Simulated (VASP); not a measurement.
Runs of VASP 6.6.1 on SiO2. The structure is tetragonal, space group P4_2/mnm (No. 136). The conventional cell has a = 4.233 Å, b = 4.233 Å, c = 2.693 Å, α = 90.00°, β = 90.00°, γ = 90.00°. Si (site symmetry mmm) has 6 O at 1.78 to 1.84 Å within 2.4 Å. O (site symmetry m2m) has 3 Si at 1.78 to 1.84 Å and 1 O at 2.31 Å within 2.4 Å. 

| level | potentials or basis | cutoff (eV) | smearing | gap on the mesh (eV) | pressure (GPa) | largest force (eV/Å) |
| --- | --- | --- | --- | --- | --- | --- |
| PBEsol | VASP PAW PBE potentials, release 64 (Si, O) | 600 | gaussian 0.01 eV | 4.99 | -6.4 | - |
| PBE | VASP PAW PBE potentials, release 64 (Si, O) | 600 | fermi-dirac 0.02 eV | 5.02 | -0.4 | 0.01 |
| PBE | VASP PAW PBE potentials, release 64 (Si, O) | 520 | fermi-dirac 0.05 eV | 5.02 | 0.0 | 0.01 |
| r2SCAN | VASP PAW PBE potentials, release 64 (Si, O) | 660 | gaussian 0.01 eV | (b) | -9.7 | (a) |
| LDA | VASP PAW LDA potentials, release 64 (Si, O) | 600 | gaussian 0.01 eV | 5.02 | -13.6 | 0.10 |

Alike in all rows: task single point; no spin polarisation; cell as given; k mesh 6 × 6 × 10.

Estimate the missing entries.

(a) 0.08; (b) 5.96.

Caveats: the PAW data sets were made with another functional, which shifts forces and pressure a little (some runs).

A k mesh can miss the band edges.
